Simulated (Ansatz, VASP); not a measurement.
# LiH in VASP and in Ansatz

The input POSCAR:

```
LiH
1.0
    0.0000000000      2.0029948411      2.0029948411
    2.0029948411      0.0000000000      2.0029948411
    2.0029948411      2.0029948411      0.0000000000
Li H
1 1
Direct
    0.0000000000      0.0000000000      0.0000000000
    0.5000000000      0.5000000000      0.5000000000
```

Contents of INCAR.step1:

```
  PREC = Accurate
  ENCUT = 520
  EDIFF = 1E-5
  ISMEAR = 0
  SIGMA = 0.01
  LREAL = F
  LASPH = T
  NELM = 100
  ALGO = Normal
  ISIF = 2
  LWAVE = T
  LCHARG = F
  NBANDS = 9
  GGA = PE
```

Contents of INCAR.step2:

```
  PREC = Accurate
  ENCUT = 520
  EDIFF = 1E-6
  ISMEAR = 0
  SIGMA = 0.01
  LREAL = F
  LASPH = T
  NELM = 100
  ALGO = Normal
  ISIF = 2
  LWAVE = F
  LCHARG = F
  GGA = PE
  LHFCALC = T
  HFSCREEN = 0.2079
  PRECFOCK = Normal
  NBANDS = 9
  ISTART = 1
```

KPOINTS

```
Automatic mesh
0
Gamma
  8 8 8
```

Input for Ansatz:

```yaml
crystal:
  lattice:
    - [0.0, 2.0029948411, 2.0029948411]
    - [2.0029948411, 0.0, 2.0029948411]
    - [2.0029948411, 2.0029948411, 0.0]
  atoms:
    - { symbol: Li, position: [0.0, 0.0, 0.0] }
    - { symbol: H, position: [0.5, 0.5, 0.5] }
kpoints:
  mp_grid: { grid: [8, 8, 8] }
  band_path:
    path:
      - [0.0, 0.0, 0.0]
      - [0.5, 0.0, 0.5]
      - [0.625, 0.25, 0.625]
      - [0.375, 0.375, 0.75]
      - [0.5, 0.5, 0.5]
      - [0.5, 0.25, 0.75]
      - [0.0, 0.5, 0.5]
    npoints: 1
hamiltonian:
  xc: hse06
scf:
  occupations: { method: fixed }
  n_extra_bands: 4
output:
  forces: true
  stress: true
  eigenvalues: true
  write_density: true
  write_potential: true
  elf: true
  volumetric_format: npy
```

Alike in both runs: task single point; functional HSE06; k mesh 8 × 8 × 8; no spin polarisation.

|  | VASP | Ansatz |
| --- | --- | --- |
| version | VASP 6.6.1 | Ansatz 0.2.0 |
| potentials or method | VASP PAW PBE potentials, release 64 (Li_sv, H) | plane waves, PAW |
| plane-wave cutoff (eV) | 520 | 420 |
| occupations | gaussian, width 0.01 eV | fixed |
| valence electrons in the cell | 4 | 4 |

|  | VASP | Ansatz | Ansatz less VASP |
| --- | --- | --- | --- |
| gap on the k mesh at the Fermi level (eV) | 3.97 | 3.97 | +0.002 |

Ansatz's warnings: stress exchange threshold loose, stress scf threshold loose.

Noted on VASP's run: the cutoff is under 1.25 times that of the potentials, so the pressure is a little rough.
